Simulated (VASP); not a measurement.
# HfIn4SiO6: single point with PBEsol

The system is HfIn4SiO6.

```
CELL_PARAMETERS angstrom
2.68106 -4.64319 0.00495
2.68106 4.64319 0.00495
-1.83750 0.00000 7.21705
ATOMIC_POSITIONS crystal
Hf 0.20490 0.79510 0.00000
In 0.37205 0.62795 0.50000
In 0.53825 0.46175 0.00000
In 0.03507 0.96493 0.50000
In 0.70775 0.29225 0.50000
Si 0.87156 0.12844 0.00000
O 0.10600 0.06803 0.86364
O 0.93197 0.89400 0.13636
O 0.83913 0.37694 0.86377
O 0.62306 0.16087 0.13623
O 0.19891 0.46982 0.13636
O 0.53018 0.80109 0.86364
```

```json
{"Program": "VASP 6.6.1", "Task": "single point", "Functional": "PBEsol", "Potentials or basis": "VASP PAW PBE potentials, release 64 (Hf_pv, In_d, Si, O)", "Cutoff": "520 eV", "k mesh": "4 × 4 × 3", "Occupations": "fermi-dirac, width 0.05 eV", "Spin": "no spin polarisation"}
```

```yaml
Pressure: -0.4 GPa
Largest_force: 0.138 eV/Å
Band_gap_on_the_k_mesh: zero (bands 51 and 52 overlap by 1.24 eV)
```

Forces on the atoms (eV/Å):
```
Hf   0.000 -0.001  0.000
In   0.000  0.001  0.000
In   0.000 -0.001  0.000
In   0.000 -0.001  0.000
In   0.000  0.000  0.000
Si   0.000 -0.001  0.000
O   -0.046 -0.126  0.026
O    0.046 -0.126 -0.026
O    0.133  0.023  0.026
O   -0.133  0.023 -0.026
O    0.086  0.104 -0.025
O   -0.086  0.104  0.025
```

Levels at points of the mesh, in eV from the Fermi level:
| k point | band 47 | band 48 | band 49 | band 50 | band 51 | band 52 | band 53 | band 54 | band 55 | band 56 |
| --- | --- | --- | --- | --- | --- | --- | --- | --- | --- | --- |
| (0.00, 0.00, 0.00) | -3.94 | -3.85 | -0.73 | -0.50 | -0.46 | -0.32 | -0.16 | -0.13 | 0.48 | 0.93 |
| (0.50, 0.00, 0.00) | -3.90 | -3.86 | -3.63 | -2.46 | -1.89 | 1.04 | 1.42 | 1.75 | 1.94 | 2.07 |
| (0.50, 0.50, 0.00) | -3.95 | -3.94 | -3.81 | -2.37 | -1.68 | 1.11 | 1.50 | 1.51 | 1.93 | 2.18 |

It took 2.5 min on 1 thread of Oxide Virtual Turin-like Processor (shared host), peak memory 0.35 GiB.

Caveat: the PAW data sets were made with another functional, which shifts forces and pressure a little; spin-orbit coupling is left out, which moves the levels of the heavy elements.
